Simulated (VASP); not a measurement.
Write the native input for VASP 6.6.1 that does the following.

| Item | Value |
| --- | --- |
| Task | single point |
| Functional | LDA |
| Potentials or basis | VASP PAW LDA potentials, release 64 (Zr_sv, F, Ge_d) |
| Cutoff | 520 eV |
| k mesh | 5 × 5 × 3 |
| Occupations | fermi-dirac, width 0.1 eV |
| Spin | no spin polarisation |
| Dipole correction | no |
| Further INCAR settings | ALGO = Normal; EDIFF = 1e-06; NBANDS = 42 |

The structure of ZrGeF lies in POSCAR:

```
ZrGeF
1.0
    3.3999840000      0.0000000000      0.0000000000
    0.0000000000      3.3999840000      0.0000000000
    0.0000000000      0.0000000000      7.6344290000
Zr F Ge
2 2 2
Direct
    0.0000000000      0.5000000000      0.2440000000
    0.5000000000      0.0000000000      0.7560000000
    0.0000000000      0.5000000000      0.6230000000
    0.5000000000      0.0000000000      0.3770000000
    0.0000000000      0.0000000000      0.0000000000
    0.5000000000      0.5000000000      0.0000000000
```

One way to write it, as run:

INCAR

```
PREC     = Accurate       # precision mode
ENCUT    = 520            # plane-wave cutoff, eV
EDIFF    = 1E-6           # SCF threshold, eV
ISMEAR   = -1             # smearing method
SIGMA    = 0.1            # smearing width, eV
LREAL    = False          # projectors in reciprocal space
LASPH    = True           # aspherical terms in the spheres
NELM     = 80             # most SCF steps
ALGO     = Normal         # electronic algorithm
ISIF     = 2              # what is computed and relaxed
LWAVE    = False          # write WAVECAR
LCHARG   = True           # write CHGCAR
LELF     = True           # ELF
LVHAR    = True         
NBANDS   = 42             # bands
```

KPOINTS

```
regular mesh
0
Gamma
  5 5 3
```

Potentials or basis: VASP PAW LDA potentials, release 64 (Zr_sv, F, Ge_d).

Run with:

```bash
$ cat potpaw_LDA.64/Zr_sv/POTCAR potpaw_LDA.64/F/POTCAR potpaw_LDA.64/Ge_d/POTCAR > POTCAR
$ mpirun -np 1 vasp_std > vasp.out
```

It gave:

The pressure is 19.6 GPa, the largest force is 5.804 eV/Å and the band gap on the k mesh is zero (bands 33 and 34 overlap by 0.83 eV).

Caveat: the k points lie up to 0.37 Å⁻¹ apart, too coarse for converged energies and pressures of a metal; forces of over 1 eV/Å act on the atoms, so gaps and moduli don't describe the material at rest.

Wall time 91 s on 1 thread of Intel Xeon 8259CL, on a shared host, peak memory 0.19 GiB.
